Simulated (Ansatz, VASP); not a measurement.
## Two plane-wave programs on GaN

```
CELL_PARAMETERS angstrom
3.20436 0.00000 0.00000
-1.60218 2.77506 0.00000
0.00000 0.00000 5.21821
ATOMIC_POSITIONS crystal
Ga 0.33333 0.66667 0.99911
Ga 0.66667 0.33333 0.49911
N 0.33333 0.66667 0.37589
N 0.66667 0.33333 0.87589
```

Alike in both runs: task relaxation of the atoms; functional r2SCAN; k mesh 12 × 12 × 6; occupations fermi-dirac, width 0.02 eV; no spin polarisation.

|  | VASP | Ansatz |
| --- | --- | --- |
| version | VASP 6.6.1 | Ansatz 0.2.0 |
| potentials or method | VASP PAW PBE potentials, release 64 (Ga_d, N), cutoff 520 eV | PAW plane waves |
| valence electrons in the cell | 36 | 36 |

```tsv
	VASP	Ansatz	Ansatz less VASP
gap on the k mesh at the Fermi level, each at its own relaxed structure (eV)	2.21	2.21	+0.008
```

VASP's potentials were made for PBE, not for r2SCAN. Ansatz's warnings: stress scf threshold loose.

Noted on VASP's run: the relaxation stopped at its first step, so nothing moved.
